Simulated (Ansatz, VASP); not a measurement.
# EuH4 in VASP and in Ansatz

```
Eu H
1.0
    -2.22292    2.22292    2.06516
     2.22292   -2.22292    2.06516
     2.22292    2.22292   -2.06516
Eu H
1 4
Direct
  0.00000 0.00000 0.00000
  0.50001 0.25974 0.75975
  0.25974 0.49999 0.75973
  0.49999 0.74026 0.24025
  0.74026 0.50001 0.24027
```

Change from the starting cell: species swapped into the HoAu4 type (I4/m, No. 87).

Alike in both runs: functional PBE; k mesh 6 × 6 × 6; occupations gaussian, width 0.1 eV; collinear spin.

Ansatz relaxed the structure, and its values are those at the end. VASP's run is a single point on that final structure, the one shown.

|  | VASP | Ansatz |
| --- | --- | --- |
| version | VASP 6.6.1 | Ansatz 0.2.0 |
| potentials or method | VASP PAW PBE potentials, release 64 (Eu, H), cutoff 520 eV | scalar-relativistic, plane waves, PAW |
| valence electrons in the cell | 21 | 21 |

|  | VASP | Ansatz | Ansatz less VASP |
| --- | --- | --- | --- |
| gap on the k mesh at the Fermi level (eV) | none | none | - |
| pressure (GPa) | -0.2 | 0.0 | +0.25 |
| net moment per atom (μB) | 1.32 | 1.32 | 0.000 |
| size of the moment on the site where the two differ most (μB) | 6.37 | 6.31 | -0.051 |

Site moments also hang on the region over which each program counts them. A gap of «none» marks a metal or a gap that the smearing closes. With one functional, cell and mesh, what is left measures potentials, basis and numerics.

Spin-orbit coupling is off throughout.
